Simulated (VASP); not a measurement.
Ca3TeRu2:

```
Ca Te Ru
1.0
     3.90227    0.00000    0.00000
     0.00000    3.90227    0.00000
     0.00000    0.00000    8.59678
Ca Te Ru
3 1 2
Cartesian
  1.9511 1.9511 0.0000
  0.0000 1.9511 3.2550
  1.9511 0.0000 5.3418
  0.0000 0.0000 0.0000
  0.0000 1.9511 6.3411
  1.9511 0.0000 2.2557
```

The cell was generated, and may not be a known phase.

| Quantity | Value |
| --- | --- |
| Program | VASP 6.6.1 |
| Task | relaxation of cell and atoms |
| Functional | PBE |
| Potentials or basis | VASP PAW PBE potentials, release 64 (Ca_sv, Te, Ru_pv) |
| Cutoff | 600 eV |
| k mesh | 4 × 4 × 2 |
| Occupations | gaussian, width 0.1 eV |
| Spin | no spin polarisation |

At the start: pressure 8.1 GPa; volume 21.82 Å³/atom.

Problem. Where does the relaxation end?

Solution. Over 13 steps the energy falls by 275.0 meV/atom and the volume is 24.28 Å³/atom (+11.3 %); space group P-4m2 (No. 115, to 0.1 Å) before and after.

Step by step:
| step | energy change (eV) | largest force (eV/Å) | pressure (GPa) | volume (Å³) |
| --- | --- | --- | --- | --- |
| 1 | 0.0000 | 0.7955 | 8.14 | 130.91 |
| 2 | -0.6732 | 0.8965 | -2.44 | 152.83 |
| 3 | -0.6741 | 0.8891 | -2.10 | 151.77 |
| 4 | -1.0073 | 1.0613 | -1.85 | 149.37 |
| 5 | -1.5538 | 0.5936 | 1.16 | 140.30 |
| 6 | -1.5558 | 0.4859 | 2.08 | 138.50 |
| 7 | -1.6233 | 0.3467 | -1.06 | 146.94 |
| 8 | -1.6259 | 0.3593 | -0.57 | 145.45 |
| 9 | -1.6473 | 0.0893 | 0.28 | 144.66 |
| 10 | -1.6473 | 0.0906 | 0.32 | 144.62 |
| 11 | -1.6494 | 0.0636 | -0.18 | 146.13 |
| 12 | -1.6495 | 0.0674 | -0.12 | 145.91 |
| 13 | -1.6503 | 0.0386 | 0.01 | 145.70 |

Final structure:
```yaml
crystal:
  lattice:
    - [4.56166, 0.00000, 0.00000]
    - [0.00000, 4.56166, 0.00000]
    - [0.00000, 0.00000, 7.00186]
  atoms:
    - { symbol: Ca, position: [0.50000, 0.50000, 0.00000] }
    - { symbol: Ca, position: [0.00000, 0.50000, 0.36704] }
    - { symbol: Ca, position: [0.50000, 0.00000, 0.63296] }
    - { symbol: Te, position: [0.00000, 0.00000, 0.00000] }
    - { symbol: Ru, position: [0.00000, 0.50000, 0.78820] }
    - { symbol: Ru, position: [0.50000, 0.00000, 0.21180] }
```

Caveat: the k points lie up to 0.45 Å⁻¹ apart in the final cell, too coarse for converged energies and pressures of a metal; a cell axis changed by over 15 % at a fixed basis, so the end point is rough.
